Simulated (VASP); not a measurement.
## GaN: vibrations by perturbation theory with PBE

The system is GaN.

```xyz
2
Lattice="0.0000 2.2535 2.2535 2.2535 0.0000 2.2535 2.2535 2.2535 0.0000" Properties=species:S:1:pos:R:3 pbc="T T T"
Ga    0.0000    0.0000    0.0000
N     3.3803    3.3803    3.3803
```

```
Program                : VASP 6.6.1
Task                   : vibrations by perturbation theory
Functional             : PBE
Potentials or basis    : VASP PAW PBE potentials, release 64 (Ga_d, N)
Cutoff                 : 600 eV
k mesh                 : 8 × 8 × 8
Occupations            : gaussian, width 0.01 eV
Spin                   : no spin polarisation
Dipole correction      : no
Further INCAR settings : ALGO = Normal; EDIFF = 1e-08; NBANDS = 16; IBRION = 8; NSW = 1
```

| Item | Value |
| --- | --- |
| Highest phonon frequency at Γ, LO-TO splitting left out | 534 cm⁻¹ |

Phonon frequencies in cm⁻¹ (negative: imaginary):
```
              q point        frequencies
(0.000, 0.000, 0.000)  0 0 0 534 534 534
```

Wall time 88 s on 1 thread of AMD EPYC 9R45 (Zen 5) (shared host), peak memory 0.22 GiB.

Caveat: the cell stands under pressure or tension, which shifts response properties.
